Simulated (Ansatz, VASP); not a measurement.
**La in VASP and in Ansatz**

File INCAR:

```
SYSTEM = La
ALGO     = Normal         ! electronic algorithm
EDIFF    = 1E-6           ! SCF threshold, eV
ENCUT    = 520            ! plane-wave cutoff, eV
GGA      = PE             ! functional
ISIF     = 2              ! what is computed and relaxed
ISMEAR   = -1             ! smearing method
LASPH    = .TRUE.         ! aspherical terms in the spheres
LCHARG   = .FALSE.        ! write CHGCAR
LREAL    = .FALSE.        ! projectors in reciprocal space
LWAVE    = .FALSE.        ! write WAVECAR
NBANDS   = 12             ! bands
NELM     = 100            ! most SCF steps
PREC     = Accurate       ! precision mode
SIGMA    = 0.05           ! smearing width, eV
```

File KPOINTS:

```
k-points
0
G
  12 12 12
  0 0 0
```

POSCAR

```
La
1.0
    0.0000000000      2.6302276524      2.6302276524
    2.6302276524      0.0000000000      2.6302276524
    2.6302276524      2.6302276524      0.0000000000
La
1
Direct
    0.0000000000      0.0000000000      0.0000000000
```

Input for Ansatz:

```yaml
crystal:
  lattice:
    - [0.0, 2.6302276524, 2.6302276524]
    - [2.6302276524, 0.0, 2.6302276524]
    - [2.6302276524, 2.6302276524, 0.0]
  atoms:
    - { symbol: La, position: [0.0, 0.0, 0.0] }
kpoints:
  mp_grid: { grid: [12, 12, 12] }
scf:
  occupations: { method: fermi_dirac, width: 0.05 }
hamiltonian:
  xc: pbe
  pseudopotentials: { kind: all_electron, lapw: { basis_error: 0.00025 } }
output:
  forces: true
  stress: true
  eigenvalues: true
```

Change from the starting cell: volume scaled by 0.98.

Alike in both runs: task single point; functional PBE; k mesh 12 × 12 × 12; occupations fermi-dirac, width 0.05 eV; no spin polarisation.

|  | VASP | Ansatz |
| --- | --- | --- |
| version | VASP 6.6.1 | Ansatz 0.2.0 |
| potentials or method | VASP PAW PBE potentials, release 64 (La), cutoff 520 eV | all-electron LAPW, scalar-relativistic |

|  | VASP | Ansatz | Ansatz less VASP |
| --- | --- | --- | --- |
| pressure (GPa) | 0.3 | 0.3 | -0.03 |

Ansatz ran all-electron here, and VASP with PAW potentials.

Spin-orbit coupling is off throughout.
